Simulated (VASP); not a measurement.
# CoSi (zincblende type): single point with LDA

CoSi (zincblende type):

```
CELL_PARAMETERS angstrom
0.00000 2.19897 2.19897
2.19897 0.00000 2.19897
2.19897 2.19897 0.00000
ATOMIC_POSITIONS crystal
Co 0.00000 0.00000 0.00000
Si 0.25000 0.25000 0.25000
```

```json
{"Program": "VASP 6.6.1", "Task": "single point", "Functional": "LDA", "Potentials or basis": "VASP PAW LDA potentials, release 64 (Co, Si)", "Cutoff": "520 eV", "k mesh": "14 × 14 × 14", "Occupations": "fermi-dirac, width 0.08 eV", "Spin": "collinear spin, ferromagnetic start", "Starting moments": "[1.7, 0.0] μB"}
```

| Item | Value |
| --- | --- |
| Pressure | 102.4 GPa |
| Net moment | 0.00 μB per cell |
| Valence electrons inside the program's atomic spheres | Co 9.52; Si 2.02 |

Levels at points of the mesh, in eV from the Fermi level:
Spin up:
| k point | band 3 | band 4 | band 5 | band 6 | band 7 | band 8 | band 9 | band 10 |
| --- | --- | --- | --- | --- | --- | --- | --- | --- |
| (0.00, 0.00, 0.00) | -3.89 | -3.89 | -2.18 | -2.18 | 8.98 | 8.98 | 8.98 | 10.53 |
| (0.50, 0.00, 0.00) | -3.66 | -3.66 | -1.77 | -1.77 | -0.96 | 6.02 | 6.02 | 9.83 |
| (0.50, 0.50, 0.00) | -3.42 | -2.15 | -2.15 | -1.37 | -0.06 | 1.29 | 1.29 | 7.44 |
Spin down:
```tsv
k point	band 4	band 5	band 6	band 7	band 8	band 9
(0.00, 0.00, 0.00)	-3.89	-2.18	-2.18	8.98	8.98	8.98
(0.50, 0.00, 0.00)	-3.66	-1.77	-1.77	-0.96	6.02	6.02
(0.50, 0.50, 0.00)	-2.15	-2.15	-1.37	-0.06	1.29	1.29
```

Run time: 37 s on 1 thread of AMD EPYC 9R45 96-Core Processor (Zen 5) (shared host), peak memory 0.15 GiB.

Caveat: the cell stands under pressure.
